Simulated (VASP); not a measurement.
Here is a VASP 6.6.1 calculation.

File INCAR:

```
PREC = Accurate
ENCUT = 520
EDIFF = 1E-7
ISMEAR = 0
SIGMA = 0.01
LREAL = False
LASPH = True
NELM = 60
ALGO = Normal
ISIF = 2
LWAVE = False
LCHARG = False
GGA = PE
NBANDS = 24
```

The input KPOINTS:

```
regular mesh
0
Gamma
  6 6 4
```

POSCAR

```
KBr
1.0
    5.6185814494      0.0000000000      0.0000000000
   -2.8092907247      4.8658342684      0.0000000000
    0.0000000000      0.0000000000      6.5538300027
K Br
2 2
Direct
    0.3333333333      0.6666666667     -0.0625000000
    0.6666666667      0.3333333333      0.4375000000
    0.3333333333      0.6666666667      0.4375000000
    0.6666666667      0.3333333333      0.9375000000
```

Potentials or basis: VASP PAW PBE potentials, release 64 (K_sv, Br).

Command:

```bash
$ cat potpaw_PBE.64/K_sv/POTCAR potpaw_PBE.64/Br/POTCAR > POTCAR
$ mpirun -np 1 vasp_std > vasp.out
```

(1) Predict the band gap on the k mesh.

(2) What does it give for the pressure?

Answers

(1) 4.19 eV.

(2) 0.4 GPa.

Caveat: the structure was generated, so it needn't be the stable form of KBr.
